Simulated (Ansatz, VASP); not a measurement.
BeS in VASP and in Ansatz

The input POSCAR:

```
BeS
1.0
   -0.0077243240      2.3095728709      2.3095728709
    2.3095728709     -0.0077243240      2.3095728709
    2.3095728709      2.3095728709     -0.0077243240
Be S
1 1
Direct
    0.0000000000      0.0000000000      0.0000000000
    0.5000000000      0.5000000000      0.5000000000
```

File INCAR.step1:

```
PREC = Accurate
ENCUT = 520
ISMEAR = 0
SIGMA = 0.01
LREAL = False
LASPH = True
NELM = 60
NBANDS = 11
GGA = PE
ALGO = Normal
EDIFF = 1E-4
LWAVE = True
LCHARG = False
```

The input INCAR.step2:

```
PREC = Accurate
ENCUT = 520
EDIFF = 1E-6
ISMEAR = 0
SIGMA = 0.01
LREAL = False
LASPH = True
NELM = 60
ALGO = Normal
ISIF = 2
LWAVE = False
LCHARG = True
METAGGA = R2SCAN
LMIXTAU = True
LELF = True
LVHAR = True
NBANDS = 11
ISTART = 1
```

KPOINTS

```
Automatic mesh
0
Gamma
  10 10 10
```

Input for Ansatz:

```yaml
crystal:
  lattice:
    - [-0.007724324, 2.3095728709, 2.3095728709]
    - [2.3095728709, -0.007724324, 2.3095728709]
    - [2.3095728709, 2.3095728709, -0.007724324]
  atoms:
    - { symbol: Be, position: [0.0, 0.0, 0.0] }
    - { symbol: S, position: [0.5, 0.5, 0.5] }
kpoints:
  mp_grid: { grid: [10, 10, 10] }
  band_path:
    path:
      - [0.0, 0.0, 0.0]
      - [0.5, 0.0, 0.5]
      - [0.625, 0.25, 0.625]
      - [0.375, 0.375, 0.75]
      - [0.5, 0.5, 0.5]
      - [0.5, 0.25, 0.75]
      - [0.15, 0.15, 0.3]
    npoints: 1
hamiltonian:
  xc: r2scan
scf:
  occupations: { method: fixed }
  n_extra_bands: 4
output:
  forces: true
  stress: true
  eigenvalues: true
```

Change from the starting cell: shear_111 strain -0.5%.

Alike in both runs: task single point; functional r2SCAN; k mesh 10 × 10 × 10; no spin polarisation.

|  | VASP | Ansatz |
| --- | --- | --- |
| version | VASP 6.6.1 | Ansatz 0.2.0 |
| potentials or method | VASP PAW PBE potentials, release 64 (Be, S) | plane waves, PAW |
| plane-wave cutoff (eV) | 520 | 500 |
| occupations | gaussian, width 0.01 eV | fixed |
| valence electrons in the cell | 8 | 8 |

Ansatz gave:

| Property | Result |
| --- | --- |
| gap on the k mesh at the Fermi level (eV) | 1.37 |
| pressure (GPa) | 0.5 |
| traceless stress, the component that is largest in VASP (GPa) | 0.42 |

**Question.** Estimate VASP's values.

**Answer.** gap on the k mesh at the Fermi level (eV): 1.37; pressure (GPa): 0.4; traceless stress, the component that is largest in VASP (GPa): 0.42.

VASP's potentials were made for PBE, not for r2SCAN.
